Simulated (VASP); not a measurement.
Runs of VASP 6.6.1 on AlN. The structure is that of space group F-43m (No. 216), or close to it. The cells are those of the table. 

```csv
task,cell,cutoff (eV),ions in elastic constants,gap on the mesh (eV),pressure (GPa)
relaxation of cell and atoms,"relaxed to 16 GPa from a = 3.070 Å, angles 60.0°, 2 atoms",600,-,3.26,16.0
single point,"a = 3.050 Å, angles 60.0°, 2 atoms",520,-,(a),5.1
single point,"a = 3.061 Å, angles 60.0°, 2 atoms",520,-,3.23,2.7
relaxation of cell and atoms,"relaxed from a = 3.070 Å, angles 60.0°, 2 atoms",600,-,3.23,0.0
single point,"a = 3.003 Å, angles 60.0°, 2 atoms",520,-,3.26,16.9
```

Alike in all rows: level LDA; potentials or basis VASP PAW LDA potentials, release 64 (Al, N); no spin polarisation; k mesh 10 × 10 × 10; smearing gaussian 0.01 eV.

Question: Fill in the values left out.

Answer: (a) 3.24.

Caveats: the cell is relaxed towards a set pressure, so the enthalpy falls and the energy may rise (some runs).

A k mesh can miss the band edges.
